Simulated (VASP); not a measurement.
The system is MgS.

```
Mg S
1.0
     0.00000    2.83088    2.83088
     2.83088    0.00000    2.83088
     2.83088    2.83088    0.00000
Mg S
1 1
Cartesian
  0.0000 0.0000 0.0000
  1.4154 1.4154 1.4154
```

Base run:

| Quantity | Value |
| --- | --- |
| Program | VASP 6.6.1 |
| Functional | r2SCAN |
| Potentials or basis | VASP PAW PBE potentials, release 64 (Mg, S) |
| Cutoff | 520 eV |
| k mesh | 6 × 6 × 6 |
| Occupations | gaussian, width 0.01 eV |
| Spin | no spin polarisation |

Its results: band gap on the k mesh 4.13 eV, direct; pressure -0.3 GPa.

The run is repeated on the same cell with these changes: functional from r2SCAN to PBE. What comes out?

Band gap on the k mesh 3.46 eV, direct; pressure 0.9 GPa.

r2SCAN gives the wider gap, since meta-GGAs in the generalised Kohn-Sham scheme recover part of the derivative discontinuity.

Caveats: the PAW data sets were made with another functional, which shifts forces and pressure a little (some runs).

A k mesh can miss the band edges.
